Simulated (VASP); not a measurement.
# Al12Cl: single point with PBE+D3(BJ)

Slab: Al12Cl, a slab with vacuum.

```
Al Cl
1.0
     5.63146    0.00000    0.00000
     0.00000    5.63146    0.00000
     0.00000    0.00000   21.14957
Al Cl
12 1
Direct
  0.25000 0.25000 0.18913
  0.25000 0.75000 0.18913
  0.75000 0.25000 0.18913
  0.75000 0.75000 0.18913
  0.00000 0.00000 0.28710
  0.00000 0.50000 0.28710
  0.50000 0.00000 0.28710
  0.50000 0.50000 0.28710
  0.25000 0.25000 0.38533
  0.25000 0.75000 0.38533
  0.75000 0.25000 0.38533
  0.75000 0.75000 0.38533
  0.25000 0.41667 0.52718
```

```
Program                : VASP 6.6.1
Task                   : single point
Functional             : PBE
Dispersion             : D3(BJ)
Potentials or basis    : VASP PAW PBE potentials, release 64 (Al, Cl)
Cutoff                 : 520 eV
k mesh                 : 5 × 5 × 1
Occupations            : gaussian, width 0.1 eV
Spin                   : no spin polarisation
Dipole correction      : yes
Further INCAR settings : ALGO = Normal; EDIFF = 1e-07; NBANDS = 34
```

```
Largest force              : 1.875 eV/Å
Dispersion energy per atom : -0.210 eV
```

Forces in eV/Å, atoms in the order of the input:
```
Al   0.000  0.025  0.118
Al   0.000 -0.031  0.087
Al   0.000 -0.041  0.037
Al   0.000  0.041 -0.050
Al  -0.052 -0.005 -0.015
Al   0.007  0.013  0.064
Al   0.052 -0.005 -0.015
Al  -0.007  0.013  0.064
Al   0.000  0.111  1.000
Al   0.000 -0.012  0.371
Al   0.000 -0.057  0.108
Al   0.000  0.066  0.101
Cl   0.000 -0.117 -1.871
```

Levels at points of the mesh, in eV from the Fermi level:
| k point | band 19 | band 20 | band 21 | band 22 | band 23 | band 24 | band 25 | band 26 |
| --- | --- | --- | --- | --- | --- | --- | --- | --- |
| (0.00, 0.00, 0.00) | -0.66 | -0.57 | -0.37 | -0.27 | 0.01 | 0.02 | 0.08 | 0.13 |

It took 5.7 min on 1 thread of Intel(R) Xeon(R) 6975P-C (Granite Rapids) (shared host), peak memory 0.63 GiB.

Caveat: an odd number of electrons without spin polarisation forces a metal; a magnetic or distorted state may lie lower.
